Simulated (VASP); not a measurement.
Runs of VASP 6.6.1 on NaCl. The structure is that of space group Pm-3m (No. 221), or close to it. The cells are those of the table. 

```tsv
cell	gap on the mesh (eV)	pressure (GPa)
a = 2.841, b = 2.841, c = 2.898 Å, 2 atoms	4.52	54.5
a = 2.860 Å, 2 atoms	4.62	54.4
a = 2.899, b = 2.899, c = 2.783 Å, 2 atoms	(b)	54.6
a = 2.879, b = 2.879, c = 2.822 Å, 2 atoms	4.42	54.5
a = 2.823, b = 2.823, c = 2.936 Å, 2 atoms	(a)	54.6
```

Alike in all rows: task single point; level LDA; potentials or basis VASP PAW LDA potentials, release 64 (Na_pv, Cl); no spin polarisation; k mesh 7 × 7 × 7; cutoff (eV) 500; smearing fermi-dirac 0.05 eV.

Q: Fill in the values left out.

A: (a) 4.41; (b) 4.19.

A k mesh can miss the band edges.
